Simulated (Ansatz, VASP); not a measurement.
# Sn in VASP and in Ansatz

```
CELL_PARAMETERS angstrom
-2.04928 2.04928 1.67720
2.04928 -2.04928 1.67720
2.04928 2.04928 -1.67720
ATOMIC_POSITIONS crystal
Sn 0.00000 0.00000 0.00000
```

Change from the starting cell: volume scaled by 1.03, PAW files.

Alike in both runs: task electric field gradients; functional PBE; k mesh 16 × 16 × 16; occupations fermi-dirac, width 0.05 eV; no spin polarisation.

|  | VASP | Ansatz |
| --- | --- | --- |
| version | VASP 6.6.1 | Ansatz 0.2.0 |
| potentials or method | VASP PAW PBE potentials, release 64 (Sn_d) | PAW with Ansatz's default frozen-core files, scalar-relativistic |
| plane-wave cutoff (eV) | 520 | 420 |
| valence electrons in the cell | 14 | 14 |

Ansatz gave:

* pressure (GPa): -0.4
* traceless stress, the component that is largest in VASP (GPa): 0.43
* size of Vzz on the site where it differs most (V/Å²): 9.4

Task: Estimate VASP's values.

Result: Pressure (GPa): -0.5; traceless stress, the component that is largest in VASP (GPa): 0.42; size of Vzz on the site where it differs most (V/Å²): 8.3.
